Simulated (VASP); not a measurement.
Write the native input for VASP 6.6.1 that does the following.

* Task: single point
* Functional: PBE
* Potentials or basis: VASP PAW PBE potentials, release 64 (Hf_pv, Ta_pv, O)
* Cutoff: 600 eV
* k mesh: 6 × 6 × 6
* Occupations: gaussian, width 0.1 eV
* Spin: collinear spin
* Starting moments: [0.0, 0.0, 1.0, 0.0, 0.0, 0.0] μB
* Dipole correction: no
* Further INCAR settings: ALGO = Normal; EDIFF = 1e-06; NBANDS = 38

The structure of Hf2TaO3 lies in POSCAR:

```
Hf2TaO3
1.0
    2.2786773900      1.3155950000      4.0481413200
   -2.2786773900      1.3155950000      4.0481413200
    0.0000000000     -2.6311900100      4.0481413200
Hf Ta O
2 1 3
Direct
    0.8785759800      0.8785759800      0.8785759800
    0.1214240200      0.1214240200      0.1214240200
    0.5000000000      0.5000000000      0.5000000000
    0.5000000000      0.0000000000      0.5000000000
    0.5000000000      0.5000000000      0.0000000000
    0.0000000000      0.5000000000      0.5000000000
```

The cell was generated, and may not be a known phase.

One way to write it, as run:

INCAR

```
ALGO = Normal ; EDIFF = 1E-6
ENCUT = 600 ; GGA = PE
GGA_COMPAT = F ; ISIF = 2
ISMEAR = 0 ; ISPIN = 2
LASPH = T ; LCHARG = T
LELF = T ; LMAXMIX = 4
LORBIT = 11 ; LREAL = F
LVHAR = T ; LWAVE = F
MAGMOM = 0 0 1 0 0 0 ; NBANDS = 38
NELM = 200 ; PREC = Accurate
SIGMA = 0.1
```

KPOINTS

```
k-points
0
Gamma
  6 6 6
```

Potentials or basis: VASP PAW PBE potentials, release 64 (Hf_pv, Ta_pv, O).

Command:

```console
$ cat potpaw_PBE.64/Hf_pv/POTCAR potpaw_PBE.64/Ta_pv/POTCAR potpaw_PBE.64/O/POTCAR > POTCAR
$ mpirun -np 1 vasp_std > vasp.out
```

It gave:

The pressure is 17.0 GPa. The largest force is 1.894 eV/Å. The net moment is 0.01 μB per cell and the valence electrons inside the program's atomic spheres are Hf 8.60; Ta 9.09; O 4.86.

Caveat: the stress differs along the axes, from -41 to 46 GPa; forces of over 1 eV/Å act on the atoms, so gaps and moduli don't describe the material at rest.

It took 12 min on 1 thread of Oxide Virtual Turin-like Processor, with other jobs on the host, peak memory 0.36 GiB.
